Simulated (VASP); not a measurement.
Here is a VASP 6.6.1 calculation.

INCAR

```
SYSTEM = Ni3RuN3
PREC = Accurate
ENCUT = 600
EDIFF = 1E-7
ISMEAR = 0
SIGMA = 0.1
LREAL = .FALSE.
LASPH = .TRUE.
NELM = 80
ALGO = Normal
ISIF = 3
LWAVE = .FALSE.
LCHARG = .FALSE.
GGA = PE
IBRION = 2
NSW = 100
EDIFFG = -0.01
```

KPOINTS

```
Automatic mesh
0
G
  8 8 6
  0 0 0
```

POSCAR

```
Ni3RuN3
1.0
    3.7496174649      0.0000000000      0.0000000000
    0.0000000000      3.7496174649      0.0000000000
    0.0000000000      0.0000000000      5.1265524982
Ni Ru N
3 1 3
Direct
    0.0000000000      0.5000000000      0.4561768020
    0.5000000000      0.0000000000      0.4561768020
    0.5000000000      0.5000000000      0.8283751971
    0.0000000000      0.0000000000      0.0409342574
    0.0000000000      0.5000000000      0.8419310581
    0.5000000000      0.0000000000      0.8419310581
    0.0000000000      0.0000000000      0.4061778354
```

Potentials or basis: VASP PAW PBE potentials, release 64 (Ni, Ru_pv, N).

Command:

```bash
$ cat potpaw_PBE.64/Ni/POTCAR potpaw_PBE.64/Ru_pv/POTCAR potpaw_PBE.64/N/POTCAR > POTCAR
$ mpirun -np 1 vasp_std > vasp.out
```

(1) What does it give for the relaxed cell?

(2) Predict the band gap on the k mesh.

(3) What does it give for the space group after relaxing (to 0.1 Å)?

Results:

(1) a = 3.749 Å, b = 3.749 Å, c = 5.134 Å, α = 90.00°, β = 90.00°, γ = 90.00°.

(2) zero (an odd number of electrons rules out a gap without spin polarisation).

(3) P4mm (No. 99).

Caveat: an odd number of electrons without spin polarisation forces a metal; a magnetic or distorted state may lie lower; the run has no spin polarisation, though such a crystal can be magnetic.
